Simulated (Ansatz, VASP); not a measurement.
**Two plane-wave programs on SiO2**

File POSCAR:

```
SiO2
1.0
    4.0970000000      0.0000000000      0.0000000000
    0.0000000000      5.0462000000      0.0000000000
    0.0000000000      0.0000000000      4.4946000000
Si O
4 8
Direct
    0.0000000000      0.1524074473      0.2500000000
    0.5000000000      0.3475925527      0.7500000000
    0.0000000000      0.8475925527      0.7500000000
    0.5000000000      0.6524074473      0.2500000000
    0.7315820019      0.6172122037      0.9199684278
    0.7684179981      0.8827877963      0.4199684278
    0.2315820019      0.8827877963      0.0800315722
    0.2684179981      0.6172122037      0.5800315722
    0.2684179981      0.3827877963      0.0800315722
    0.2315820019      0.1172122037      0.5800315722
    0.7684179981      0.1172122037      0.9199684278
    0.7315820019      0.3827877963      0.4199684278
```

INCAR.step1

```
SYSTEM = SiO2
PREC = Accurate
ENCUT = 520
ISMEAR = -1
SIGMA = 0.02
LREAL = .False.
LASPH = .True.
NELM = 60
NBANDS = 44
GGA = PE
ALGO = Normal
EDIFF = 1E-4
LWAVE = .True.
LCHARG = .False.
```

INCAR.step2

```
SYSTEM = SiO2
PREC = Accurate
ENCUT = 520
EDIFF = 1E-8
ISMEAR = -1
SIGMA = 0.02
LREAL = .False.
LASPH = .True.
NELM = 60
ALGO = Normal
ISIF = 2
LWAVE = .False.
LCHARG = .False.
METAGGA = R2SCAN
LMIXTAU = .True.
LEFG = .True.
NBANDS = 44
ISTART = 1
```

File KPOINTS:

```
regular mesh
0
Gamma
  5 4 5
  0 0 0
```

Input for Ansatz:

```yaml
crystal:
  lattice:
    - [4.097, 0.0, 0.0]
    - [0.0, 5.0462, 0.0]
    - [0.0, 0.0, 4.4946]
  atoms:
    - { symbol: Si, position: [0.0, 0.1524074473, 0.25] }
    - { symbol: Si, position: [0.5, 0.3475925527, 0.75] }
    - { symbol: Si, position: [0.0, 0.8475925527, 0.75] }
    - { symbol: Si, position: [0.5, 0.6524074473, 0.25] }
    - { symbol: O, position: [0.7315820019, 0.6172122037, 0.9199684278] }
    - { symbol: O, position: [0.7684179981, 0.8827877963, 0.4199684278] }
    - { symbol: O, position: [0.2315820019, 0.8827877963, 0.0800315722] }
    - { symbol: O, position: [0.2684179981, 0.6172122037, 0.5800315722] }
    - { symbol: O, position: [0.2684179981, 0.3827877963, 0.0800315722] }
    - { symbol: O, position: [0.2315820019, 0.1172122037, 0.5800315722] }
    - { symbol: O, position: [0.7684179981, 0.1172122037, 0.9199684278] }
    - { symbol: O, position: [0.7315820019, 0.3827877963, 0.4199684278] }
kpoints:
  mp_grid: { grid: [5, 4, 5] }
scf:
  occupations: { method: fermi_dirac, width: 0.02 }
hamiltonian:
  xc: r2scan
  pseudopotentials: { kind: paw, frozen_core: stored }
output:
  forces: true
  stress: true
  populations: true
  efg: { quadrupole_moments_barn: { O: -0.02558 } }
```

Alike in both runs: task electric field gradients; functional r2SCAN; k mesh 5 × 4 × 5; occupations fermi-dirac, width 0.02 eV; no spin polarisation.

```csv
,VASP,Ansatz
version,VASP 6.6.1,Ansatz 0.2.0
potentials or method,"VASP PAW PBE potentials, release 64 (Si, O)","plane-wave PAW, scalar-relativistic"
plane-wave cutoff (eV),520,500
valence electrons in the cell,64,64
```

```csv
,VASP,Ansatz,Ansatz less VASP
gap on the k mesh at the Fermi level (eV),6.54,6.53,-0.014
pressure (GPa),-3.7,-4.5,-0.75
"traceless stress, the component that is largest in VASP (GPa)",-1.10,-0.91,+0.193
rms of the force components (eV/Å),0.051,0.053,+0.0022
size of Vzz on the site where it differs most (V/Å²),115.6,120.3,+4.70
```

VASP's potentials were made for PBE, not for r2SCAN. Atom by atom the forces differ by 0.016 eV/Å (rms over components). With one functional, cell and mesh, what is left measures potentials, basis and numerics.
